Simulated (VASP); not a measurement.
Runs of VASP 6.6.1 on ZrH3. The structure is that of space group Pm-3m (No. 221), or close to it. The cells are those of the table. 

| cell | gap on the mesh (eV) | pressure (GPa) |
| --- | --- | --- |
| a = 3.227 Å, 4 atoms | none | (a) |
| a = 3.126 Å, 4 atoms | none | (b) |
| a = 3.046 Å, 4 atoms | none | (c) |
| a = 3.177 Å, 4 atoms | none | -12.0 |
| a = 3.018 Å, 4 atoms | none | 8.5 |
| a = 3.100 Å, 4 atoms | none | -3.6 |
| a = 3.152 Å, 4 atoms | none | -9.6 |
| a = 3.073 Å, 4 atoms | none | -0.1 |

Alike in all rows: task single point; level LDA; potentials or basis VASP PAW LDA potentials, release 64 (Zr_sv, H); no spin polarisation; k mesh 7 × 7 × 7; cutoff (eV) 520; smearing fermi-dirac 0.2 eV.

Question: Estimate the missing entries.

Answer: (a) -16.1; (b) -6.8; (c) 4.0.

A k mesh can miss the band edges, and the runs leave out spin-orbit coupling on Zr.

A gap of «none» marks levels without a gap at the run's occupations.
